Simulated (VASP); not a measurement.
Crystal: Mn.

```
Mn
1.0
    -1.43214    1.43214    1.43214
     1.43214   -1.43214    1.43214
     1.43214    1.43214   -1.43214
Mn
1
Direct
  0.00000 0.00000 0.00000
```

| Item | Value |
| --- | --- |
| Program | VASP 6.6.1 |
| Task | relaxation of cell and atoms |
| Functional | BLYP |
| Potentials or basis | VASP PAW PBE potentials, release 64 (Mn_pv) |
| Cutoff | 600 eV |
| k mesh | 15 × 15 × 15 |
| Occupations | fermi-dirac, width 0.1 eV |
| Spin | no spin polarisation |

At the start: pressure -10.5 GPa; volume 11.75 Å³/atom.

Task: Where does the relaxation end?

Result: Over 4 steps the energy falls by 18.5 meV/atom and the volume is 11.21 Å³/atom (-4.6 %); space group Im-3m (No. 229, to 0.05 Å).

Step by step:
```tsv
step	energy change (eV)	largest force (eV/Å)	pressure (GPa)	volume (Å³)
1	0.0000	0.0000	-10.46	11.75
2	0.0213	0.0000	18.91	10.49
3	-0.0185	0.0000	-0.23	11.22
4	-0.0185	0.0000	0.00	11.21
```

Final structure:
```cif
data_structure
_symmetry_space_group_name_H-M 'P 1'
_symmetry_Int_Tables_number 1
_cell_length_a 2.4417
_cell_length_b 2.4417
_cell_length_c 2.4417
_cell_angle_alpha 109.471
_cell_angle_beta 109.471
_cell_angle_gamma 109.471
_cell_volume 11.21
loop_
_atom_site_label
_atom_site_type_symbol
_atom_site_fract_x
_atom_site_fract_y
_atom_site_fract_z
_atom_site_occupancy
Mn1 Mn 0.00000 0.00000 0.00000 1
```

Caveat: the PAW data sets were made with another functional, which shifts forces and pressure a little; the run has no spin polarisation, though such a crystal can be magnetic.
